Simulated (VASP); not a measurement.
A run of VASP 6.6.1 is set up as follows.

Contents of INCAR:

```
PREC = Accurate
ENCUT = 520
EDIFF = 1E-6
ISMEAR = -1
SIGMA = 0.05
LREAL = F
LASPH = T
NELM = 60
ALGO = Normal
ISIF = 2
LWAVE = F
LCHARG = F
GGA = PS
NBANDS = 14
```

File KPOINTS:

```
Automatic mesh
0
Gamma
  8 8 8
```

The input POSCAR:

```
HfC
1.0
    0.0000000000      2.3250000000      2.3250000000
    2.3250000000      0.0000000000      2.3250000000
    2.3250000000      2.3250000000      0.0000000000
Hf C
1 1
Direct
    0.5000000000      0.5000000000      0.5000000000
    0.0000000000      0.0000000000      0.0000000000
```

Potentials or basis: VASP PAW PBE potentials, release 64 (Hf_pv, C).

Command:

```sh
$ cat potpaw_PBE.64/Hf_pv/POTCAR potpaw_PBE.64/C/POTCAR > POTCAR
$ mpirun -np 1 vasp_std > vasp.out
```

(1) What does it give for the pressure?

(2) Estimate the band gap on the k mesh.

## Answers

(1) -7.0 GPa.

(2) zero (band 7 reaches 6.84 eV, above the bottom of band 8 at 5.39 eV).

Caveat: the PAW data sets were made with another functional, which shifts forces and pressure a little; spin-orbit coupling is left out, which moves the levels of the heavy elements.
